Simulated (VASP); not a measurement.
# W (P2_1/m) in VASP: single point with PBEsol

Aim: the single point of W with PBEsol.

Everything below comes from runs of VASP 6.6.1. Logs are shortened: lines on timing, memory, paths and dates and some standing lists are left out, and cuts for length are marked.

**1. The cell of the first run**

Symmetry: P2_1/m, No. 11, monoclinic system. Conventional cell: a = 2.810 Å, b = 4.924 Å, c = 4.865 Å, α = 90.00°, β = 92.29°, γ = 90.00°. W (site symmetry m) has 12 W at 2.65 to 3.06 Å within 3.5 Å. W (site symmetry m) has 12 W at 2.65 to 3.06 Å within 3.5 Å.

**2. Single point, PBEsol**

The input, INCAR:

```
SYSTEM = W
PREC     = Accurate       ! precision mode
ENCUT    = 520            ! plane-wave cutoff, eV
EDIFF    = 1E-6           ! SCF threshold, eV
ISMEAR   = -1             ! smearing method
SIGMA    = 0.05           ! smearing width, eV
LREAL    = .False.        ! projectors in reciprocal space
LASPH    = .True.         ! aspherical terms in the spheres
NELM     = 60             ! most SCF steps
ALGO     = Fast           ! electronic algorithm
ISIF     = 2              ! what is computed and relaxed
LWAVE    = .False.        ! write WAVECAR
LCHARG   = .False.        ! write CHGCAR
GGA      = PS             ! functional
NBANDS   = 36             ! bands
```

The input, KPOINTS:

```
Automatic mesh
0
Gamma
  9 6 6
  0 0 0
```

The input, POSCAR:

```
W
1.0
    2.8096620000     -0.0561932400      0.0000000000
   -0.0972774000      4.8638700000      0.0000000000
    0.0000000000      0.0000000000      4.9236950000
W
4
Direct
    0.7931720000      0.9368430000      0.7500000000
    0.2068280000      0.4368430000      0.7500000000
    0.2068280000      0.0631570000      0.2500000000
    0.7931720000      0.5631570000      0.2500000000
```

Potentials or basis: VASP PAW PBE potentials, release 64 (W_sv).

On the command line:

```sh
> cat potpaw_PBE.64/W_sv/POTCAR > POTCAR
> mpirun -np 1 vasp_std > vasp.out
```

OUTCAR:

```text
SYSTEM = W
   PREC = Accurate
   ENCUT = 520
   EDIFF = 1E-6
   ISMEAR = -1
   LREAL = .False.
   LASPH = .True.
   NELM = 60
   ISIF = 2
   GGA = PS

 ion  position               nearest neighbor table
   1  0.793  0.937  0.750-   2 2.65   2 2.74   3 2.78   3 2.78   2 2.88   2 2.99   3 3.04   3 3.04
                             4 3.06   4 3.06
   2  0.207  0.437  0.750-   1 2.65   1 2.74   4 2.80   4 2.80   1 2.88   1 2.99   4 3.01   4 3.01
                             3 3.06   3 3.06
   3  0.207  0.063  0.250-   4 2.65   4 2.74   1 2.78   1 2.78   4 2.88   4 2.99   1 3.04   1 3.04
                             2 3.06   2 3.06
   4  0.793  0.563  0.250-   3 2.65   3 2.74   2 2.80   2 2.80   3 2.88   3 2.99   2 3.01   2 3.01
                             1 3.06   1 3.06

  LATTYP: Found a simple monoclinic cell.
 ALAT       =     2.8102238762
 B/A-ratio  =     1.7520650371
 C/A-ratio  =     1.7311228183
 COS(beta)  =    -0.0399840064

  Lattice vectors:

 A1 = (   2.8096620000,  -0.0561932400,   0.0000000000)
 A2 = (   0.0000000000,   0.0000000000,  -4.9236950000)
 A3 = (  -0.0972774000,   4.8638700000,   0.0000000000)

Analysis of symmetry for initial positions (statically):
=====================================================================
 Subroutine PRICEL returns:
 Original cell was already a primitive cell.

 Routine SETGRP: Setting up the symmetry group for a
 simple monoclinic supercell.

 Subroutine GETGRP returns: Found  4 space group operations
 (whereof  2 operations were pure point group operations)
 out of a pool of  4 trial point group operations.

The static configuration has the point symmetry S_2 .
 The point group associated with its full space group is C_2h.

Analysis of symmetry for dynamics (positions and initial velocities):
=====================================================================
 Subroutine PRICEL returns:
 Original cell was already a primitive cell.

 Routine SETGRP: Setting up the symmetry group for a
 simple monoclinic supercell.

 Subroutine GETGRP returns: Found  4 space group operations
 (whereof  2 operations were pure point group operations)
 out of a pool of  4 trial point group operations.

The dynamic configuration has the point symmetry S_2 .
 The point group associated with its full space group is C_2h.

 Subroutine INISYM returns: Found  4 space group operations
 (whereof  2 operations are pure point group operations),
 and found     1 'primitive' translations

----------------------------------------------------------------------------------------

                                     Primitive cell

  volume of cell :      67.2595

  direct lattice vectors                    reciprocal lattice vectors
     2.809662000 -0.056193240  0.000000000     0.356057120  0.007121142  0.000000000
    -0.097277400  4.863870000  0.000000000     0.004113597  0.205679872  0.000000000
     0.000000000  0.000000000  4.923695000     0.000000000  0.000000000  0.203099501

  length of vectors
     2.810223876  4.864842677  4.923695000     0.356128324  0.205721004  0.203099501

  position of ions in fractional coordinates (direct lattice)
     0.793172000  0.936843000  0.750000000
     0.206828000  0.436843000  0.750000000
     0.206828000  0.063157000  0.250000000
     0.793172000  0.563157000  0.250000000

  ion indices of the primitive-cell ions
   primitive index   ion index
                 1           1
                 2           2
                 3           3
                 4           4

----------------------------------------------------------------------------------------

 KPOINTS: Automatic mesh

Automatic generation of k-mesh.
 Grid dimensions read from file:
 generate k-points for:    9    6    6

 Generating k-lattice:

  Cartesian coordinates                     Fractional coordinates (reciprocal lattice)
     0.039561902  0.000791238  0.000000000     0.111111111 -0.000000000  0.000000000
     0.000685600  0.034279979  0.000000000    -0.000000000  0.166666667  0.000000000
     0.000000000  0.000000000  0.033849917     0.000000000  0.000000000  0.166666667

  Length of vectors
     0.039569814  0.034286834  0.033849917

  Shift w.r.t. Gamma in fractional coordinates (k-lattice)
     0.000000000  0.000000000  0.000000000

 Subroutine IBZKPT returns following result:
 ===========================================

 Found    112 irreducible k-points:

 Following reciprocal coordinates:
            Coordinates               Weight
  0.000000  0.000000  0.000000      1.000000
  0.111111 -0.000000  0.000000      2.000000
  0.222222  0.000000  0.000000      2.000000
  0.333333  0.000000  0.000000      2.000000
  0.444444  0.000000  0.000000      2.000000
  0.000000  0.166667  0.000000      2.000000
[... 16 lines left out ...]
 -0.111111  0.333333  0.000000      2.000000
 -0.000000  0.500000  0.000000      1.000000
 [... further k-points ...]
   k-points           NKPTS =    112   k-points in BZ     NKDIM =    112   number of bands    NBANDS=     36
   number of dos      NEDOS =    301   number of ions     NIONS =      4
   total plane-waves  NPLWV =  34560
   dimension x,y,z NGX =    24 NGY =   36 NGZ =   40
   dimension x,y,z NGXF=    48 NGYF=   72 NGZF=   80
   ions per type =               4
   NGX,Y,Z   is equivalent  to a cutoff of  14.20, 12.30, 13.51 a.u.
   NGXF,Y,Z  is equivalent  to a cutoff of  28.40, 24.60, 27.01 a.u.
 SYSTEM =  W
   PREC   = accura    normal or accurate (medium, high low for compatibility)
   ISTART =      0    job   : 0-new  1-cont  2-samecut
   ICHARG =      2    charge: 1-file 2-atom 10-const
   ISPIN  =      1    spin polarized calculation?
   LNONCOLLINEAR =      F non collinear calculations
   LSORBIT =      F    spin-orbit coupling
   LASPH  =      T    aspherical Exc in radial PAW
   ENCUT  =  520.0 eV  38.22 Ry    6.18 a.u.   5.23  9.05  9.15*2*pi/ulx,y,z
   NELM   =     60;   NELMIN=  2; NELMDL= -5     # of ELM steps
   EDIFF  = 0.1E-05   stopping-criterion for ELM
   LREAL  =      F    real-space projection
   EDIFFG = 0.1E-04   stopping-criterion for IOM
   NSW    =      0    number of steps for IOM
   IBRION =     -1    ionic relax: 0-MD 1-quasi-New 2-CG
   NFREE  =      0    steps in history (QN), initial steepest desc. (CG)
   ISIF   =      2    stress and relaxation
   ISYM   =      2    0-nonsym 1-usesym 2-fastsym
   POTIM  = 0.5000    time-step for ionic-motion
   TEBEG  =    0.0;   TEEND  =   0.0 temperature during run
   PSTRESS=    0.0 pullay stress
   NELECT =      56.0000    total number of electrons
   NUPDOWN=      -1.0000    fix difference up-down
   EMIN   =  10.00;   EMAX   =-10.00  energy-range for DOS
   EFERMI =   0.00;   METHOD = LEGACY
   ISMEAR =    -1;   SIGMA  =   0.05  broadening in eV -4-tet -1-fermi 0-gaus
   EFERMI_NEDOS =   21; number of points for ismear=-14 and -15
   IALGO  =     68    algorithm
   IMIX   =      4    mixing-type and parameters
     AMIX     =   0.40;   BMIX     =  1.00
     AMIX_MAG =   1.60;   BMIX_MAG =  1.00
  volume/ion in A,a.u.               =      16.81       113.47
  Fermi-wavevector in a.u.,A,eV,Ry     =   1.540115  2.910395 32.272379  2.371953
  Thomas-Fermi vector in A             =   2.646247
   LORBIT       =      0    0 simple, 1 ext, 2 COOP (PROOUT), +10 PAW based schemes
   GGA     = PS    functional components
   LHFCALC =     F    Hartree Fock is set to
   AEXX    =    0.0000 exact exchange contribution
   IVDW    =     0    specifies the selected vdW correction
   LEPSILON=     F    determine dielectric tensor
   LRPA    =     F    only Hartree local field effects (RPA)
 non-spin polarized calculation
 RMM-DIIS sequential band-by-band and
  energy-cutoff  :      520.00
  volume of cell :       67.26
 maximum number of plane-waves:      1834
 NGX is ok and might be reduce to    24
   NGX = 11   NGY = 19   NGZ = 19

 number of electron      56.0000008 magnetization

 Free energy of the ion-electron system (eV)
  ---------------------------------------------------
  ext. energy  EPLUGINS =         0.00000000
  ---------------------------------------------------
  free energy    TOTEN  =       -53.11413844 eV

  energy without entropy =      -53.08641017  energy(sigma->0) =      -53.10027431

 E-fermi :  10.1539     XC(G=0): -13.4007

 val. band max:       10.1528407553   @ k =   0.0000   0.1667   0.1667
 cond. band min:      10.1539803990   @ k =   0.0000   0.3333   0.3333
 fundamental gap:      0.0011396437
 Fermi energy:        10.1539084308

 k-point     1 :       0.0000    0.0000    0.0000
  band No.  band energies     occupation
      1     -63.6782      2.00000
      2     -63.6012      2.00000
      3     -63.5651      2.00000
      4     -63.5165      2.00000
      5     -28.4618      2.00000
      6     -28.3945      2.00000
[... 28 lines left out ...]
     35      14.2419      0.00000
     36      14.6521      0.00000

 k-point     2 :       0.1111   -0.0000    0.0000
  band No.  band energies     occupation
      1     -63.6696      2.00000
      2     -63.5954      2.00000
      3     -63.5609      2.00000
      4     -63.5151      2.00000
      5     -28.4273      2.00000
      6     -28.3643      2.00000
[... 28 lines left out ...]
     35      13.7361      0.00000
     36      14.1964      0.00000

 k-point     3 :       0.2222    0.0000    0.0000
  band No.  band energies     occupation
      1     -63.6470      2.00000
      2     -63.5807      2.00000
      3     -63.5503      2.00000
      4     -63.5124      2.00000
      5     -28.3330      2.00000
      6     -28.2816      2.00000
[... 28 lines left out ...]
     35      13.3176      0.00000
     36      13.9270      0.00000
[... 742 lines left out ...]
 k-point    23 :      -0.1111    0.3333    0.0000
  band No.  band energies     occupation
      1     -63.6464      2.00000
      2     -63.5861      2.00000
      3     -63.5774      2.00000
      4     -63.5316      2.00000
      5     -28.2922      2.00000
      6     -28.2068      2.00000
[... 28 lines left out ...]
     35      13.9648      0.00000
     36      14.2312      0.00000

 k-point    24 :      -0.0000    0.5000    0.0000
  band No.  band energies     occupation
      1     -63.6308      2.00000
      2     -63.6146      2.00000
      3     -63.5651      2.00000
      4     -63.5511      2.00000
      5     -28.2443      2.00000
      6     -28.2176      2.00000
[... 28 lines left out ...]
     35      12.8237      0.00000
     36      13.0316      0.00000

 [... further k-points ...]

------------------------ aborting loop because EDIFF is reached ----------------------------------------

  FORCE on cell =-STRESS in cart. coord.  units (eV):
  Direction    XX          YY          ZZ          XY          YZ          ZX
  --------------------------------------------------------------------------------------
  -------------------------------------------------------------------------------------
  Total       -4.1496911     -4.1949786     -4.3419554     -0.4472846      0.0000000      0.0000000
  in kB      -98.8491477    -99.9279328   -103.4290456    -10.6546960      0.0000000      0.0000000
  external PRESSURE =    -100.7353754 kB  Pullay stress =       0.0000000 kB

 VOLUME and BASIS-vectors are now :
 -----------------------------------------------------------------------------
  energy-cutoff  :      520.00
  volume of cell :       67.26
      direct lattice vectors                 reciprocal lattice vectors
     2.809662000 -0.056193240  0.000000000     0.356057120  0.007121142  0.000000000
    -0.097277400  4.863870000  0.000000000     0.004113597  0.205679872  0.000000000
     0.000000000  0.000000000  4.923695000     0.000000000  0.000000000  0.203099501

 POSITION                                       TOTAL-FORCE (eV/Angst)
 -----------------------------------------------------------------------------------
      2.13741      4.51211      3.69277        -0.177171      0.295641      0.000000
      0.53862      2.11313      3.69277         0.068552     -0.241531      0.000000
      0.57497      0.29557      1.23092         0.177171     -0.295641     -0.000000
      2.17376      2.69455      1.23092        -0.068552      0.241531      0.000000
 -----------------------------------------------------------------------------------
    total drift:                                0.000000     -0.000000     -0.000000

  FREE ENERGIE OF THE ION-ELECTRON SYSTEM (eV)
  ---------------------------------------------------
  free  energy   TOTEN  =       -53.1141384439 eV

  energy  without entropy=      -53.0864101703  energy(sigma->0) =      -53.10027431
```

Wall time 5 min (1 thread of Intel Xeon 8259CL, shared host); peak memory 0.31 GiB.

What came out:

| Item | Value |
| --- | --- |
| Free energy | -53.1141 eV |
| Pressure | -10.1 GPa |
| Largest force | 0.345 eV/Å |
| Band gap on the k mesh | zero (band 28 reaches 10.94 eV, above the bottom of band 29 at 9.79 eV) |

Forces on the atoms (eV/Å):
```
W   -0.177  0.296  0.000
W    0.069 -0.242  0.000
W    0.177 -0.296  0.000
W   -0.069  0.242  0.000
```

Caveat: the PAW data sets were made with another functional, which shifts forces and pressure a little; spin-orbit coupling is left out, which moves the levels of the heavy elements.
